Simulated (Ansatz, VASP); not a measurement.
## Two plane-wave programs on Be3PbO

```
Be Pb O
1.0
     3.87464    0.00000    0.00000
     0.00000    3.87464    0.00000
     0.00000    0.00000    3.87464
Be Pb O
3 1 1
Direct
  0.00000 0.50000 0.50000
  0.50000 0.00000 0.50000
  0.50000 0.50000 0.00000
  0.00000 0.00000 0.00000
  0.50000 0.50000 0.50000
```

Alike in both runs: functional PBE; k mesh 10 × 10 × 10; occupations gaussian, width 0.1 eV; no spin polarisation.

Ansatz relaxed the structure, and its values are those at the end. VASP's run is a single point on that final structure, the one shown.

|  | VASP | Ansatz |
| --- | --- | --- |
| version | VASP 6.6.1 | Ansatz 0.2.0 |
| potentials or method | VASP PAW PBE potentials, release 64 (Be, Pb_d, O), cutoff 520 eV | scalar-relativistic, plane waves, PAW |
| valence electrons in the cell | 26 | 26 |

```csv
,VASP,Ansatz,Ansatz less VASP
gap on the k mesh at the Fermi level (eV),none,none,-
pressure (GPa),0.0,0.0,+0.02
```

A gap of «none» marks a metal or a gap that the smearing closes. The functional is the same, so the differences come from potentials, cutoffs and numerics.

Neither program's run includes spin-orbit coupling.
